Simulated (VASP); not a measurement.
# Ti2Cl (P6/mmm) in VASP: a series of runs, part 2 of 2

VASP 6.6.1. Earlier steps stand in the parts before.

## Step 3: Relaxation of cell and atoms, PBE, collinear spin

This run uses another cell than the first one, of 19.21 Å³/atom.

INCAR reads:

```
SYSTEM = Ti2Cl
ALGO = Normal ; EDIFF = 1E-6
EDIFFG = -0.04 ; ENCUT = 600
GGA = PE ; IBRION = 2
ISIF = 3 ; ISMEAR = 0
ISPIN = 2 ; LASPH = .TRUE.
LCHARG = .FALSE. ; LMAXMIX = 4
LORBIT = 11 ; LREAL = .FALSE.
LWAVE = .FALSE. ; MAGMOM = 1 1 0
NELM = 150 ; NSW = 90
PREC = Accurate ; SIGMA = 0.1
```

KPOINTS reads:

```
k-points
0
G
  6 6 4
  0 0 0
```

POSCAR reads:

```
Ti2Cl
1.0
    4.0161466200      0.0000000000      0.0000000000
   -2.0080733100      3.4780850000      0.0000000000
    0.0000000000      0.0000000000      4.1250907100
Ti Cl
2 1
Direct
    0.3333333300      0.6666666700      0.0000000000
    0.6666666700      0.3333333300      0.0000000000
    0.0000000000      0.0000000000      0.0000000000
```

Potentials or basis: VASP PAW PBE potentials, release 64 (Ti_sv, Cl).

The run is started by

```
$ cat potpaw_PBE.64/Ti_sv/POTCAR potpaw_PBE.64/Cl/POTCAR > POTCAR
$ mpirun -np 1 vasp_std > vasp.out
```

OUTCAR:

```text
SYSTEM = Ti2Cl
   EDIFF = 1E-6
   EDIFFG = -0.04
   ENCUT = 600
   GGA = PE
   IBRION = 2
   ISIF = 3
   ISMEAR = 0
   ISPIN = 2
   LASPH = .TRUE.
   LORBIT = 11
   LREAL = .FALSE.
   NELM = 150
   NSW = 90
   PREC = Accurate

 ion  position               nearest neighbor table
   1  0.333  0.667  0.000-   3 2.32   2 2.32   2 2.32   3 2.32   3 2.32   2 2.32
   2  0.667  0.333  0.000-   3 2.32   1 2.32   1 2.32   3 2.32   3 2.32   1 2.32
   3  0.000  0.000  0.000-   1 2.32   2 2.32   2 2.32   1 2.32   2 2.32   1 2.32

  LATTYP: Found a hexagonal cell.
 ALAT       =     4.0161466200
[... 3243 lines left out ...]

[... ionic steps 4 to 9 ...]

--------------------------------------- Ionic step       10  -------------------------------------------

 number of electron      31.0000000 magnetization       0.0001510

 number of electron      31.0000000 magnetization      -0.0000266
[... 75 lines left out ...]
 number of electron      31.0000001 magnetization       0.0000053

 number of electron      31.0000001 magnetization      -0.0000152

 Free energy of the ion-electron system (eV)
  ---------------------------------------------------
  ext. energy  EPLUGINS =         0.00000000
  ---------------------------------------------------
  free energy    TOTEN  =       -16.56237876 eV

  energy without entropy =      -16.54392627  energy(sigma->0) =      -16.55315252

 E-fermi :   7.7073     XC(G=0): -10.9446

 val. band max:        7.6755187869   @ k =   0.1667   0.0000   0.0000
 cond. band min:       7.7080146379   @ k =   0.3333   0.1667   0.5000
 fundamental gap:      0.0324958511
 Fermi energy:         7.7072572701
[... 999 lines left out ...]
  FREE ENERGIE OF THE ION-ELECTRON SYSTEM (eV)
  ---------------------------------------------------
  free  energy   TOTEN  =       -16.5623787576 eV

  energy  without entropy=      -16.5439262750  energy(sigma->0) =      -16.55315252

 reached required accuracy - stopping structural energy minimisation

 total charge

# of ion       s       p       d       tot
------------------------------------------
    1        2.211   6.072   1.977  10.260
    2        2.211   6.072   1.977  10.260
    3        1.605   3.462   0.000   5.067
--------------------------------------------------
tot          6.028  15.606   3.953  25.587

 magnetization (x)

# of ion       s       p       d       tot
------------------------------------------
    1        0.000  -0.000  -0.000  -0.000
    2        0.000  -0.000  -0.000  -0.000
    3        0.000   0.000   0.000   0.000
--------------------------------------------------
tot          0.000  -0.000  -0.000  -0.000
```

OSZICAR:

```text
N       E                     dE             d eps       ncg     rms          rms(c)
DAV:   1     0.396938778516E+03    0.39694E+03   -0.17440E+04  1688   0.189E+03
DAV:   2     0.334582339831E+02   -0.36348E+03   -0.35282E+03  1728   0.533E+02
[... 154 lines left out ...]
DAV:   3    -0.165623112232E+02    0.60176E-02   -0.14534E-02  2276   0.102E+00    0.113E-01
DAV:   4    -0.165623094867E+02    0.17365E-05   -0.10712E-03  2440   0.247E-01    0.717E-02
DAV:   5    -0.165623657916E+02   -0.56305E-04   -0.30979E-04  2756   0.929E-02    0.352E-02
DAV:   6    -0.165623713344E+02   -0.55429E-05   -0.19044E-05  1992   0.359E-02    0.194E-02
DAV:   7    -0.165623782207E+02   -0.68862E-05   -0.79427E-06  1908   0.247E-02    0.433E-03
DAV:   8    -0.165623787576E+02   -0.53688E-06   -0.11890E-06  1352   0.563E-03
  12 F= -.16562379E+02 E0= -.16553153E+02  d E =-.156825E-02  mag=    -0.0000
```

CONTCAR:

```text
Ti2Cl
   1.00000000000000
     4.6485466740052441    0.0000000000000000    0.0000000000000000
    -2.3242733370026221    4.0257595129107608   -0.0000000000000000
     0.0000000000000000    0.0000000000000000    2.8781603564787055
  Ti              Cl
     2     1
Direct
     0.3333333300000021    0.6666666699999979    1.0000000000000000
     0.6666666699999979    0.3333333300000021    0.0000000000000000
     0.0000000000000000    1.0000000000000000    0.0000000000000000

  0.00000000E+00  0.00000000E+00  0.00000000E+00
  0.00000000E+00  0.00000000E+00  0.00000000E+00
  0.00000000E+00  0.00000000E+00  0.00000000E+00
```

It took 12 min on 1 thread of Intel Xeon 8259CL, shared host; peak memory 0.25 GiB.

Results:

* Free energy: -16.5624 eV
* Relaxed volume: 17.95 Å³/atom
* Relaxed cell: a = 4.649 Å, b = 4.649 Å, c = 2.878 Å, α = 90.00°, β = 90.00°, γ = 120.00°
* Space group after relaxing (to 0.1 Å): P6/mmm (No. 191)
* Energy gained by relaxing: 953.9 meV/atom
* Ionic steps: 12
* Pressure after relaxing: 0.0 GPa
* Net moment: 0.00 μB per cell
* Valence electrons inside the program's atomic spheres: Ti 10.26; Cl 5.07

Stress tensor (GPa, compression positive):
```
 0.18  0.00  0.00
 0.00  0.18  0.00
 0.00  0.00 -0.23
```

The path:
```
step  energy change (eV)  largest force (eV/Å)  pressure (GPa)  volume (Å³)
   1              0.0000                0.0000           19.92        57.62
   2             -1.3414                0.0000           -8.84        78.25
   3             -1.4355                0.0000           -4.85        70.98
   4             -1.4427                0.0000           -5.60        72.06
   5             -2.0033                0.0000           -6.18        66.09
   6             -2.6625                0.0000           -4.91        58.90
   7             -1.4077                0.0000           20.52        43.91
   8             -2.8326                0.0000            1.63        52.97
   9             -2.8536                0.0000           -1.51        55.08
  10             -2.8605                0.0000           -0.72        54.46
  11             -2.8601                0.0000           -0.20        54.10
  12             -2.8617                0.0000            0.05        53.86
```

Final structure:
```cif
data_structure
_symmetry_space_group_name_H-M 'P 1'
_symmetry_Int_Tables_number 1
_cell_length_a 4.6485
_cell_length_b 4.6485
_cell_length_c 2.8782
_cell_angle_alpha 90.000
_cell_angle_beta 90.000
_cell_angle_gamma 120.000
_cell_volume 53.86
loop_
_atom_site_label
_atom_site_type_symbol
_atom_site_fract_x
_atom_site_fract_y
_atom_site_fract_z
_atom_site_occupancy
Ti1 Ti 0.33333 0.66667 0.00000 1
Ti2 Ti 0.66667 0.33333 0.00000 1
Cl1 Cl 0.00000 0.00000 0.00000 1
```

Caveat: the k points lie up to 0.55 Å⁻¹ apart in the final cell; a cell axis changed by over 15 % at a fixed basis, so the end point is rough.

## Step 4: Relaxation of cell and atoms, PBE

INCAR reads:

```
SYSTEM = Ti2Cl
  PREC = Accurate
  ENCUT = 600
  EDIFF = 1E-6
  ISMEAR = 0
  SIGMA = 0.1
  LREAL = .False.
  LASPH = .True.
  NELM = 80
  ALGO = Normal
  ISIF = 3
  LWAVE = .False.
  LCHARG = .False.
  GGA = PE
  IBRION = 2
  NSW = 100
  EDIFFG = -0.01
```

KPOINTS reads:

```
Automatic mesh
0
Gamma
  12 12 16
  0 0 0
```

POSCAR reads:

```
Ti2Cl
1.0
    4.6408973190      0.0000000000      0.0000000000
   -2.3204486595      4.0191349746      0.0000000000
    0.0000000000      0.0000000000      2.8636864311
Ti Cl
2 1
Direct
    0.3333333333      0.6666666667      0.0000000000
    0.6666666667      0.3333333333      0.0000000000
    0.0000000000      0.0000000000      0.0000000000
```

Potentials or basis: VASP PAW PBE potentials, release 64 (Ti_sv, Cl).

The run is started by

```
$ cat potpaw_PBE.64/Ti_sv/POTCAR potpaw_PBE.64/Cl/POTCAR > POTCAR
$ mpirun -np 1 vasp_std > vasp.out
```

OUTCAR:

```text
SYSTEM = Ti2Cl
   PREC = Accurate
   ENCUT = 600
   EDIFF = 1E-6
   ISMEAR = 0
   LREAL = .False.
   LASPH = .True.
   NELM = 80
   ISIF = 3
   GGA = PE
   IBRION = 2
   NSW = 100
   EDIFFG = -0.01

 ion  position               nearest neighbor table
   1  0.333  0.667  0.000-   2 2.68   3 2.68   2 2.68   3 2.68   3 2.68   2 2.68
   2  0.667  0.333  0.000-   1 2.68   3 2.68   1 2.68   3 2.68   3 2.68   1 2.68
   3  0.000  0.000  0.000-   1 2.68   2 2.68   1 2.68   2 2.68   2 2.68   1 2.68

[... 720 lines left out ...]
     18       9.1595      0.00000
     19       9.5392      0.00000

 [... further k-points ...]
[... 5 lines left out ...]
  --------------------------------------------------------------------------------------
  -------------------------------------------------------------------------------------
  Total       -0.0163815     -0.0163815     -0.0277528     -0.0000000      0.0000000      0.0000000
  in kB       -0.4913656     -0.4913656     -0.8324470     -0.0000000      0.0000000      0.0000000
  external PRESSURE =      -0.6050594 kB  Pullay stress =       0.0000000 kB

 VOLUME and BASIS-vectors are now :
 -----------------------------------------------------------------------------
  energy-cutoff  :      600.00
  volume of cell :       53.41
      direct lattice vectors                 reciprocal lattice vectors
     4.640897319  0.000000000  0.000000000     0.215475571  0.124404879  0.000000000
    -2.320448659  4.019134975  0.000000000     0.000000000  0.248809758  0.000000000
     0.000000000  0.000000000  2.863686431     0.000000000  0.000000000  0.349200244

 POSITION                                       TOTAL-FORCE (eV/Angst)
 -----------------------------------------------------------------------------------
     -0.00000      2.67942      0.00000         0.000000     -0.000000      0.000000
      2.32045      1.33971      0.00000        -0.000000      0.000000      0.000000
      0.00000      0.00000      0.00000         0.000000      0.000000      0.000000
 -----------------------------------------------------------------------------------
    total drift:                                0.000000     -0.000000      0.000000

  FREE ENERGIE OF THE ION-ELECTRON SYSTEM (eV)
  ---------------------------------------------------
  free  energy   TOTEN  =       -16.5761001178 eV

  energy  without entropy=      -16.5524515234  energy(sigma->0) =      -16.56427582

 reached required accuracy - stopping structural energy minimisation
```

OSZICAR:

```text
N       E                     dE             d eps       ncg     rms          rms(c)
DAV:   1     0.370251502131E+03    0.37025E+03   -0.17295E+04  6506   0.202E+03
DAV:   2     0.306818581937E+02   -0.33957E+03   -0.33321E+03  6539   0.553E+02
DAV:   3    -0.136865089396E+02   -0.44368E+02   -0.42751E+02 11729   0.162E+02
DAV:   4    -0.177544861933E+02   -0.40680E+01   -0.39151E+01  9863   0.430E+01
DAV:   5    -0.179903349688E+02   -0.23585E+00   -0.23384E+00 10280   0.855E+00    0.125E+01
DAV:   6    -0.166101845468E+02    0.13802E+01   -0.99208E+00  8461   0.290E+01    0.431E+00
DAV:   7    -0.165649577794E+02    0.45227E-01   -0.65163E-01  8770   0.706E+00    0.291E+00
DAV:   8    -0.165731174385E+02   -0.81597E-02   -0.95887E-02  8219   0.258E+00    0.942E-01
DAV:   9    -0.165758632732E+02   -0.27458E-02   -0.19108E-02 10608   0.132E+00    0.160E-01
DAV:  10    -0.165761202440E+02   -0.25697E-03   -0.78487E-04  9007   0.263E-01    0.736E-02
DAV:  11    -0.165761011417E+02    0.19102E-04   -0.15809E-04 10380   0.119E-01    0.260E-02
DAV:  12    -0.165760989796E+02    0.21621E-05   -0.15123E-05  9730   0.363E-02    0.794E-03
DAV:  13    -0.165761001011E+02   -0.11215E-05   -0.10548E-06  5495   0.101E-02    0.404E-03
DAV:  14    -0.165761001178E+02   -0.16769E-07   -0.33604E-07  4527   0.648E-03
   1 F= -.16576100E+02 E0= -.16564276E+02  d E =-.165761E+02
```

Wall time 4 min (1 thread of Intel Xeon 8259CL, shared host); peak memory 0.33 GiB.

Results:

```yaml
Free_energy: -16.5761 eV
Pressure_after_relaxing: -0.1 GPa
Band_gap_on_the_k_mesh: zero (an odd number of electrons rules out a gap without spin polarisation)
```

Final structure:
```xyz
3
Lattice="4.6409 0.0000 0.0000 -2.3204 4.0191 0.0000 0.0000 0.0000 2.8637" Properties=species:S:1:pos:R:3 pbc="T T T"
Ti    0.0000    2.6794    0.0000
Ti    2.3204    1.3397    0.0000
Cl    0.0000    0.0000    0.0000
```

Caveat: the relaxation stopped at its first step, so nothing moved; an odd number of electrons without spin polarisation forces a metal; a magnetic or distorted state may lie lower.

## Step 5: Overview

```tsv
task	spin	cell	k mesh	cutoff (eV)	gap on the mesh (eV)	pressure (GPa)
single point	off	a = 4.637, b = 4.637, c = 2.865 Å, angles 90.0, 90.0, 120.0°, 3 atoms	12 × 12 × 16	520	none	0.0
relaxation of cell and atoms	collinear	relaxed from a = 4.016, b = 4.016, c = 4.125 Å, angles 90.0, 90.0, 120.0°, 3 atoms	6 × 6 × 4	600	none	0.0
relaxation of cell and atoms	off	relaxed from a = 4.641, b = 4.641, c = 2.864 Å, angles 90.0, 90.0, 120.0°, 3 atoms	12 × 12 × 16	600	none	-0.1
```

Alike in all rows: level PBE; potentials or basis VASP PAW PBE potentials, release 64 (Ti_sv, Cl); smearing gaussian 0.1 eV.

Caveats: some runs use coarse meshes; an odd number of electrons without spin polarisation forces a metal (at least some runs); a magnetic or distorted state may lie lower (at least some runs); a cell axis changed by over 15 % at a fixed basis, so the end point is rough (at least some runs); the relaxation stopped at its first step, so nothing moved (at least some runs).

Total energies depend on the potentials used, so only differences within one code and one set of settings carry meaning.
